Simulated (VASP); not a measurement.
# Mo5W (Cmmm) in VASP: single point with PBE

Aim: the single point of Mo5W with PBE.

All numbers are computed with VASP 6.6.1; they aren't measurements. Logs are shortened: lines on timing, memory, paths and dates and some standing lists are left out, and cuts for length are marked.

## 1. The cell of the first run

The structure is orthorhombic, space group Cmmm (No. 65). Conventional cell: a = 3.165 Å, b = 4.479 Å, c = 13.426 Å, α = 90.00°, β = 90.00°, γ = 90.00°. Mo (site symmetry mm2) has 10 Mo at 2.74 to 3.17 Å and 4 W at 2.75 to 3.17 Å within 3.6 Å. Within 3.6 Å of Mo (site symmetry mm2) lie 14 Mo at 2.74 to 3.17 Å. Within 3.6 Å of Mo (site symmetry mmm) lie 14 Mo at 2.74 to 3.17 Å. W (site symmetry mmm) has 6 W at 2.74 to 3.17 Å and 8 Mo at 2.75 to 3.17 Å within 3.6 Å.

## 2. Single point, PBE

The input, INCAR:

```
SYSTEM = Mo5W
PREC = Accurate ; ENCUT = 520
EDIFF = 1E-7 ; ISMEAR = 0
SIGMA = 0.1 ; LREAL = .False.
LASPH = .True. ; NELM = 60
ALGO = Fast ; ISIF = 2
LWAVE = .False. ; LCHARG = .True.
GGA = PE ; LELF = .True.
LVHAR = .True. ; NBANDS = 51
```

The input, KPOINTS:

```
Automatic mesh
0
Gamma
  6 6 2
  0 0 0
```

The input, POSCAR:

```
Mo5W
1.0
    1.5825322000     -2.2394753000      0.0000000000
    1.5825322000      2.2394753000      0.0000000000
    0.0000000000      0.0000000000     13.4262106000
Mo W
5 1
Direct
    0.0000000000      0.0000000000      0.8326270000
    0.5000000000      0.5000000000      0.6662410000
    0.0000000000      0.0000000000      0.5000000000
    0.5000000000      0.5000000000      0.3337590000
    0.0000000000      0.0000000000      0.1673730000
    0.5000000000      0.5000000000      0.0000000000
```

Potentials or basis: VASP PAW PBE potentials, release 64 (Mo_sv, W_sv).

Run with:

```console
$ cat potpaw_PBE.64/Mo_sv/POTCAR potpaw_PBE.64/W_sv/POTCAR > POTCAR
$ mpirun -np 1 vasp_std > vasp.out
```

OUTCAR:

```text
SYSTEM = Mo5W
   PREC = Accurate
   ENCUT = 520
   EDIFF = 1E-7
   ISMEAR = 0
   LREAL = .False.
   LASPH = .True.
   NELM = 60
   ISIF = 2
   GGA = PE

 ion  position               nearest neighbor table
   1  0.000  0.000  0.833-   2 2.74   2 2.74   6 2.75   6 2.75   2 3.16   2 3.16   6 3.17   6 3.17

   2  0.500  0.500  0.666-   3 2.74   3 2.74   1 2.74   1 2.74   3 3.16   3 3.16   1 3.16   1 3.16

   3  0.000  0.000  0.500-   2 2.74   4 2.74   2 2.74   4 2.74   2 3.16   4 3.16   2 3.16   4 3.16

   4  0.500  0.500  0.334-   3 2.74   3 2.74   5 2.74   5 2.74   3 3.16   3 3.16   5 3.16   5 3.16

   5  0.000  0.000  0.167-   4 2.74   4 2.74   6 2.75   6 2.75   4 3.16   4 3.16   6 3.17   6 3.17

   6  0.500  0.500  0.000-   1 2.75   5 2.75   1 2.75   5 2.75   1 3.17   5 3.17   1 3.17   5 3.17

  LATTYP: Found a base centered orthorhombic cell.
 ALAT       =     3.1650644000
 B/A-ratio  =     1.4151214743
 C/A-ratio  =     4.2420023428

  Lattice vectors:

 A1 = (   1.5825322000,  -2.2394753000,   0.0000000000)
 A2 = (   1.5825322000,   2.2394753000,   0.0000000000)
 A3 = (   0.0000000000,   0.0000000000,  13.4262106000)

Analysis of symmetry for initial positions (statically):
=====================================================================
 Subroutine PRICEL returns:
 Original cell was already a primitive cell.

 Routine SETGRP: Setting up the symmetry group for a
 base centered orthorhombic supercell.

 Subroutine GETGRP returns: Found  8 space group operations
 (whereof  8 operations were pure point group operations)
 out of a pool of  8 trial point group operations.

The static configuration has the point symmetry D_2h.

Analysis of symmetry for dynamics (positions and initial velocities):
=====================================================================
 Subroutine PRICEL returns:
 Original cell was already a primitive cell.

 Routine SETGRP: Setting up the symmetry group for a
 base centered orthorhombic supercell.

 Subroutine GETGRP returns: Found  8 space group operations
 (whereof  8 operations were pure point group operations)
 out of a pool of  8 trial point group operations.

The dynamic configuration has the point symmetry D_2h.

 Subroutine INISYM returns: Found  8 space group operations
 (whereof  8 operations are pure point group operations),
 and found     1 'primitive' translations

----------------------------------------------------------------------------------------

                                     Primitive cell

  volume of cell :      95.1661

  direct lattice vectors                    reciprocal lattice vectors
     1.582532200 -2.239475300  0.000000000     0.315949337 -0.223266584  0.000000000
     1.582532200  2.239475300  0.000000000     0.315949337  0.223266584  0.000000000
     0.000000000  0.000000000 13.426210600     0.000000000  0.000000000  0.074481179

  length of vectors
     2.742199443  2.742199443 13.426210600     0.386874594  0.386874594  0.074481179

  position of ions in fractional coordinates (direct lattice)
     0.000000000  0.000000000  0.832627000
     0.500000000  0.500000000  0.666241000
     0.000000000  0.000000000  0.500000000
     0.500000000  0.500000000  0.333759000
     0.000000000  0.000000000  0.167373000
     0.500000000  0.500000000  0.000000000

  ion indices of the primitive-cell ions
   primitive index   ion index
                 1           1
                 2           2
                 3           3
                 4           4
                 5           5
                 6           6

----------------------------------------------------------------------------------------

 KPOINTS: Automatic mesh

Automatic generation of k-mesh.
 Grid dimensions read from file:
 generate k-points for:    6    6    2

 Generating k-lattice:

  Cartesian coordinates                     Fractional coordinates (reciprocal lattice)
     0.052658223 -0.037211097  0.000000000     0.166666667  0.000000000  0.000000000
     0.052658223  0.037211097  0.000000000     0.000000000  0.166666667  0.000000000
     0.000000000  0.000000000  0.037240590     0.000000000  0.000000000  0.500000000

  Length of vectors
     0.064479099  0.064479099  0.037240590

  Shift w.r.t. Gamma in fractional coordinates (k-lattice)
     0.000000000  0.000000000  0.000000000

 Subroutine IBZKPT returns following result:
 ===========================================

 Found     26 irreducible k-points:

 Following reciprocal coordinates:
            Coordinates               Weight
  0.000000  0.000000  0.000000      1.000000
  0.166667 -0.000000  0.000000      4.000000
  0.333333  0.000000  0.000000      4.000000
  0.500000 -0.000000  0.000000      2.000000
  0.166667  0.166667  0.000000      2.000000
  0.333333  0.166667  0.000000      4.000000
[... 16 lines left out ...]
  0.333333  0.333333  0.500000      2.000000
  0.500000  0.333333  0.500000      4.000000
 [... further k-points ...]
   k-points           NKPTS =     26   k-points in BZ     NKDIM =     26   number of bands    NBANDS=     51
   number of dos      NEDOS =    301   number of ions     NIONS =      6
   total plane-waves  NPLWV =  40000
   dimension x,y,z NGX =    20 NGY =   20 NGZ =  100
   dimension x,y,z NGXF=    40 NGYF=   40 NGZF=  200
   ions per type =               5   1
   NGX,Y,Z   is equivalent  to a cutoff of  12.13, 12.13, 12.38 a.u.
   NGXF,Y,Z  is equivalent  to a cutoff of  24.25, 24.25, 24.76 a.u.
 SYSTEM =  Mo5W
   PREC   = accura    normal or accurate (medium, high low for compatibility)
   ISTART =      0    job   : 0-new  1-cont  2-samecut
   ICHARG =      2    charge: 1-file 2-atom 10-const
   ISPIN  =      1    spin polarized calculation?
   LNONCOLLINEAR =      F non collinear calculations
   LSORBIT =      F    spin-orbit coupling
   LASPH  =      T    aspherical Exc in radial PAW
   ENCUT  =  520.0 eV  38.22 Ry    6.18 a.u.   5.10  5.10 24.96*2*pi/ulx,y,z
   NELM   =     60;   NELMIN=  2; NELMDL= -5     # of ELM steps
   EDIFF  = 0.1E-06   stopping-criterion for ELM
   LREAL  =      F    real-space projection
   EDIFFG = 0.1E-05   stopping-criterion for IOM
   NSW    =      0    number of steps for IOM
   IBRION =     -1    ionic relax: 0-MD 1-quasi-New 2-CG
   NFREE  =      0    steps in history (QN), initial steepest desc. (CG)
   ISIF   =      2    stress and relaxation
   ISYM   =      2    0-nonsym 1-usesym 2-fastsym
   POTIM  = 0.5000    time-step for ionic-motion
   TEBEG  =    0.0;   TEEND  =   0.0 temperature during run
   PSTRESS=    0.0 pullay stress
   NELECT =      84.0000    total number of electrons
   NUPDOWN=      -1.0000    fix difference up-down
   EMIN   =  10.00;   EMAX   =-10.00  energy-range for DOS
   EFERMI =   0.00;   METHOD = LEGACY
   ISMEAR =     0;   SIGMA  =   0.10  broadening in eV -4-tet -1-fermi 0-gaus
   EFERMI_NEDOS =   21; number of points for ismear=-14 and -15
   IALGO  =     68    algorithm
   IMIX   =      4    mixing-type and parameters
     AMIX     =   0.40;   BMIX     =  1.00
     AMIX_MAG =   1.60;   BMIX_MAG =  1.00
  volume/ion in A,a.u.               =      15.86       107.04
  Fermi-wavevector in a.u.,A,eV,Ry     =   1.570389  2.967604 33.553609  2.466121
  Thomas-Fermi vector in A             =   2.672129
   LORBIT       =      0    0 simple, 1 ext, 2 COOP (PROOUT), +10 PAW based schemes
   GGA     = PE    functional components
   LHFCALC =     F    Hartree Fock is set to
   AEXX    =    0.0000 exact exchange contribution
   IVDW    =     0    specifies the selected vdW correction
   LEPSILON=     F    determine dielectric tensor
   LRPA    =     F    only Hartree local field effects (RPA)
 non-spin polarized calculation
 RMM-DIIS sequential band-by-band and
 Gauss-broadening in eV      SIGMA  =   0.10
  energy-cutoff  :      520.00
  volume of cell :       95.17
 maximum number of plane-waves:      2596
   NGX = 11   NGY = 11   NGZ = 49

 number of electron      83.9999990 magnetization

 Free energy of the ion-electron system (eV)
  ---------------------------------------------------
  ext. energy  EPLUGINS =         0.00000000
  ---------------------------------------------------
  free energy    TOTEN  =       -67.86428232 eV

  energy without entropy =      -67.85658127  energy(sigma->0) =      -67.86043179

 E-fermi :  12.1572     XC(G=0): -13.3636

 val. band max:       12.1314486718   @ k =   0.1667   0.1667   0.5000
 cond. band min:      12.1658996069   @ k =   0.1667   0.1667   0.5000
 fundamental gap:      0.0344509351
 Fermi energy:        12.1571864989

 k-point     1 :       0.0000    0.0000    0.0000
  band No.  band energies     occupation
      1     -61.8845      2.00000
      2     -49.0634      2.00000
      3     -49.0195      2.00000
      4     -48.9540      2.00000
      5     -48.8927      2.00000
      6     -48.8428      2.00000
[... 43 lines left out ...]
     50      13.8483      0.00000
     51      13.8742      0.00000

 k-point     2 :       0.1667   -0.0000    0.0000
  band No.  band energies     occupation
      1     -61.8678      2.00000
      2     -49.0182      2.00000
      3     -48.9801      2.00000
      4     -48.9230      2.00000
      5     -48.8699      2.00000
      6     -48.8263      2.00000
[... 43 lines left out ...]
     50      13.3635      0.00000
     51      13.8671      0.00000

 k-point     3 :       0.3333    0.0000    0.0000
  band No.  band energies     occupation
      1     -61.8344      2.00000
      2     -48.9160      2.00000
      3     -48.8943      2.00000
      4     -48.8603      2.00000
      5     -48.8301      2.00000
      6     -48.8041      2.00000
[... 43 lines left out ...]
     50      14.3959      0.00000
     51      14.5201      0.00000
[... 1027 lines left out ...]
 k-point    23 :       0.3333    0.3333    0.5000
  band No.  band energies     occupation
      1     -61.7908      2.00000
      2     -48.8104      2.00000
      3     -48.7995      2.00000
      4     -48.7803      2.00000
      5     -48.7650      2.00000
      6     -48.7500      2.00000
[... 43 lines left out ...]
     50      14.7715      0.00000
     51      14.9228      0.00000

 k-point    24 :       0.5000    0.3333    0.5000
  band No.  band energies     occupation
      1     -61.7807      2.00000
      2     -48.8303      2.00000
      3     -48.8038      2.00000
      4     -48.7635      2.00000
      5     -48.7265      2.00000
      6     -48.6956      2.00000
[... 43 lines left out ...]
     50      14.9365      0.00000
     51      15.1760      0.00000

 [... further k-points ...]

------------------------ aborting loop because EDIFF is reached ----------------------------------------

  FORCE on cell =-STRESS in cart. coord.  units (eV):
  Direction    XX          YY          ZZ          XY          YZ          ZX
  --------------------------------------------------------------------------------------
  -------------------------------------------------------------------------------------
  Total       -0.3121714     -0.8187738      0.8078001     -0.0000000      0.0000000      0.0000000
  in kB       -5.2555900    -13.7845380     13.5997896     -0.0000000      0.0000000      0.0000000
  external PRESSURE =      -1.8134461 kB  Pullay stress =       0.0000000 kB

 VOLUME and BASIS-vectors are now :
 -----------------------------------------------------------------------------
  energy-cutoff  :      520.00
  volume of cell :       95.17
      direct lattice vectors                 reciprocal lattice vectors
     1.582532200 -2.239475300  0.000000000     0.315949337 -0.223266584  0.000000000
     1.582532200  2.239475300  0.000000000     0.315949337  0.223266584  0.000000000
     0.000000000  0.000000000 13.426210600     0.000000000  0.000000000  0.074481179

 POSITION                                       TOTAL-FORCE (eV/Angst)
 -----------------------------------------------------------------------------------
      0.00000      0.00000     11.17903         0.000000      0.000000      0.017908
      1.58253      0.00000      8.94509         0.000000      0.000000      0.015508
      0.00000      0.00000      6.71311         0.000000     -0.000000      0.000000
      1.58253      0.00000      4.48112        -0.000000      0.000000     -0.015508
      0.00000      0.00000      2.24719         0.000000      0.000000     -0.017908
      1.58253      0.00000      0.00000         0.000000      0.000000      0.000000
 -----------------------------------------------------------------------------------
    total drift:                                0.000000      0.000000      0.000000

  FREE ENERGIE OF THE ION-ELECTRON SYSTEM (eV)
  ---------------------------------------------------
  free  energy   TOTEN  =       -67.8642823155 eV

  energy  without entropy=      -67.8565812653  energy(sigma->0) =      -67.86043179
```

Run time: 4.8 min. Hardware: 1 thread of AMD EPYC 7R43 (Zen 3), shared host; peak memory 0.21 GiB.

Results:

- Free energy: -67.8643 eV
- Pressure: -0.2 GPa
- Largest force: 0.018 eV/Å
- Band gap on the k mesh: zero (band 42 reaches 13.57 eV, above the bottom of band 43 at 11.40 eV)

Forces in eV/Å, atoms in the order of the input:
```
Mo   0.000  0.000  0.018
Mo   0.000  0.000  0.016
Mo   0.000  0.000  0.000
Mo   0.000  0.000 -0.016
Mo   0.000  0.000 -0.018
W    0.000  0.000  0.000
```

Stress tensor (GPa, compression positive):
```
-0.53  0.00  0.00
 0.00 -1.38  0.00
 0.00  0.00  1.36
```

Caveat: the k points lie up to 0.41 Å⁻¹ apart; spin-orbit coupling is left out, which moves the levels of the heavy elements.
